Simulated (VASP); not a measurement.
TiO2:

```
Ti O
1.0
     5.03771    0.00000    0.00000
     0.00000    5.03771    0.00000
     0.00000    0.00000    3.39120
Ti O
2 4
Direct
  0.50000 0.50000 0.50000
  0.00000 0.00000 0.00000
  0.19403 0.80597 0.50000
  0.80597 0.19403 0.50000
  0.30597 0.30597 0.00000
  0.69403 0.69403 0.00000
```

```yaml
Program: VASP 6.6.1
Task: relaxation of cell and atoms
Functional: PBE
Potentials_or_basis: VASP PAW PBE potentials, release 64 (Ti_sv, O)
Cutoff: 600 eV
k_mesh: 6 × 6 × 8
Occupations: fermi-dirac, width 0.02 eV
Spin: no spin polarisation
```

At the start: pressure -35.6 GPa; volume 14.34 Å³/atom.

Problem. How do energy, volume and symmetry change on relaxing?

Solution. Over 9 steps the energy falls by 563.9 meV/atom and the volume is 10.67 Å³/atom (-25.6 %); space group P4_2/mnm (No. 136, to 0.1 Å) before and after.

Step by step:
```tsv
step	energy change (eV)	largest force (eV/Å)	pressure (GPa)	volume (Å³)
1	0.0000	0.5153	-35.57	86.06
2	-0.6892	2.8763	79.00	52.06
3	-3.3629	0.2715	-2.55	64.93
4	-3.3687	0.3273	-0.67	64.41
5	-3.3686	0.3710	0.78	64.02
6	-3.3831	0.0642	0.48	63.91
7	-3.3834	0.0117	0.44	63.89
8	-3.3833	0.0098	-0.53	64.15
9	-3.3836	0.0016	-0.01	64.02
```

Final structure:
```yaml
crystal:
  lattice:
    - [4.64464, 0.00000, 0.00000]
    - [0.00000, 4.64464, 0.00000]
    - [0.00000, 0.00000, 2.96743]
  atoms:
    - { symbol: Ti, position: [0.50000, 0.50000, 0.50000] }
    - { symbol: Ti, position: [0.00000, 0.00000, 0.00000] }
    - { symbol: O, position: [0.19499, 0.80501, 0.50000] }
    - { symbol: O, position: [0.80501, 0.19499, 0.50000] }
    - { symbol: O, position: [0.30501, 0.30501, 0.00000] }
    - { symbol: O, position: [0.69499, 0.69499, 0.00000] }
```

Caveat: the volume moved by over 15 % at a fixed basis, so the end points are rough.
